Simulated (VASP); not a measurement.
A run of VASP 6.6.1:

Contents of INCAR:

```
PREC = Accurate
ENCUT = 520
EDIFF = 1E-6
ISMEAR = -1
SIGMA = 0.05
LREAL = F
LASPH = T
NELM = 100
ALGO = Normal
ISIF = 2
LWAVE = F
LCHARG = F
GGA = PE
NBANDS = 44
```

The input KPOINTS:

```
regular mesh
0
Gamma
  4 4 4
```

File POSCAR:

```
SiO2
1.0
    0.0000000000      4.7162571100      7.3627753715
    2.3595806657      0.0000000000      7.3627753715
    2.3595806657      4.7162571100      0.0000000000
Si O
4 8
Direct
    0.9367689200      0.9367689200      0.5632310800
    0.6867689200      0.6867689200      0.3132310800
    0.3132310800      0.3132310800      0.6867689200
    0.5632310800      0.5632310800      0.9367689200
    0.0634396000      0.4365604000      0.0634396000
    0.4365604000      0.0634396000      0.4365604000
    0.8134396000      0.1865604000      0.8134396000
    0.1865604000      0.8134396000      0.1865604000
    0.1250000000      0.6250000000      0.6250000000
    0.6250000000      0.6250000000      0.6250000000
    0.6250000000      0.6250000000      0.1250000000
    0.6250000000      0.1250000000      0.6250000000
```

Potentials or basis: VASP PAW PBE potentials, release 64 (Si, O).

Launch:

```console
$ cat potpaw_PBE.64/Si/POTCAR potpaw_PBE.64/O/POTCAR > POTCAR
$ mpirun -np 1 vasp_std > vasp.out
```

Hardware: 1 thread of Intel Xeon 6975P-C, with other jobs on the host.

How long does it take, and how much memory?

Run time: 3.5 min on 1 thread of Intel Xeon 6975P-C, on a shared host, peak memory 0.45 GiB. Counts: scf iterations 15, k points 18.
